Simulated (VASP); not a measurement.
Runs of VASP 6.6.1 on CaO. The structure is that of space group Fm-3m (No. 225), or close to it. The cells are those of the table. 

```tsv
level	potentials or basis	cell	cutoff (eV)	second run	gap on the mesh (eV)	pressure (GPa)
PBE	VASP PAW PBE potentials, release 64 (Ca_sv, O)	a = 3.483 Å, angles 60.0°, 2 atoms	520	-	3.64	-5.0
r2SCAN	VASP PAW PBE potentials, release 64 (Ca_sv, O)	a = 3.457 Å, angles 60.0°, 2 atoms	520	-	4.20	-5.2
r2SCAN	VASP PAW PBE potentials, release 64 (Ca_sv, O_h)	a = 3.424 Å, angles 60.0°, 2 atoms	910	hard_potentials	4.20	-2.5
r2SCAN	VASP PAW PBE potentials, release 64 (Ca_sv, O_h)	a = 3.356 Å, angles 60.0°, 2 atoms	910	hard_potentials	4.18	(c)
PBE	VASP PAW PBE potentials, release 64 (Ca_sv, O)	a = 3.416 Å, angles 60.0°, 2 atoms	520	-	3.64	(a)
r2SCAN	VASP PAW PBE potentials, release 64 (Ca_sv, O)	a = 3.356 Å, angles 60.0°, 2 atoms	520	-	4.18	5.0
r2SCAN	VASP PAW PBE potentials, release 64 (Ca_sv, O)	a = 3.424 Å, angles 60.0°, 2 atoms	520	-	4.19	(b)
PBE	VASP PAW PBE potentials, release 64 (Ca_sv, O)	a = 3.346 Å, angles 60.0°, 2 atoms	520	-	3.62	8.2
```

Alike in all rows: task single point; no spin polarisation; k mesh 8 × 8 × 8; smearing gaussian 0.01 eV.

Q: Estimate the missing entries.

A: (a) 0.6; (b) -2.3; (c) 4.8.

Caveats: the PAW data sets were made with another functional, which shifts forces and pressure a little (some runs); the cutoff is under 1.25 times the usual one of these potentials, so pressure, stress and relaxed cells hold a basis-set (Pulay) error (some runs).

A k mesh can miss the band edges.
